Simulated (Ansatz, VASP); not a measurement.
**One calculation of AlRu, two programs**

Contents of INCAR:

```
PREC = Accurate ; ENCUT = 520
EDIFF = 1E-6 ; ISMEAR = 0
SIGMA = 0.1 ; LREAL = False
LASPH = True ; NELM = 100
ALGO = Normal ; ISIF = 2
LWAVE = False ; LCHARG = True
GGA = PS ; LELF = True
LVHAR = True ; NBANDS = 16
```

KPOINTS

```
Automatic mesh
0
Gamma
  18 18 18
```

Contents of POSCAR:

```
AlRu
1.0
    3.0656038881      0.0000000000      0.0000000000
    0.0000000000      3.0656038881      0.0000000000
    0.0000000000      0.0000000000      3.0656038881
Al Ru
1 1
Direct
    0.0000000000      0.0000000000      0.0000000000
    0.5000000000      0.5000000000      0.5000000000
```

Input for Ansatz:

```yaml
crystal:
  lattice:
    - [3.0656038881, 0.0, 0.0]
    - [0.0, 3.0656038881, 0.0]
    - [0.0, 0.0, 3.0656038881]
  atoms:
    - { symbol: Al, position: [0.0, 0.0, 0.0] }
    - { symbol: Ru, position: [0.5, 0.5, 0.5] }
basis:
  ecutwfc: 420
kpoints:
  mp_grid: { grid: [18, 18, 18] }
hamiltonian:
  xc: pbesol
scf:
  occupations: { method: gaussian, width: 0.1 }
output:
  forces: true
  stress: true
  eigenvalues: true
```

Change from the starting cell: equal strain along all axes, cell held, atoms relaxed: +3.0 %.

Alike in both runs: task single point; functional PBEsol; k mesh 18 × 18 × 18; occupations gaussian, width 0.1 eV; no spin polarisation.

|  | VASP | Ansatz |
| --- | --- | --- |
| version | VASP 6.6.1 | Ansatz 0.2.0 |
| potentials or method | VASP PAW PBE potentials, release 64 (Al, Ru_pv), cutoff 520 eV | scalar-relativistic, plane waves, PAW |
| valence electrons in the cell | 17 | 19 |

|  | VASP | Ansatz | Ansatz less VASP |
| --- | --- | --- | --- |
| gap on the k mesh at the Fermi level (eV) | none | none | - |
| pressure (GPa) | -16.1 | -16.1 | -0.01 |

VASP's potentials were made for PBE, not for PBEsol. A gap of «none» marks a metal or a gap that the smearing closes. The functional is the same, so the differences come from potentials, cutoffs and numerics. VASP's potentials hold 17 valence electrons a cell and Ansatz's 19, so a difference there can come from the potentials and not from the codes.
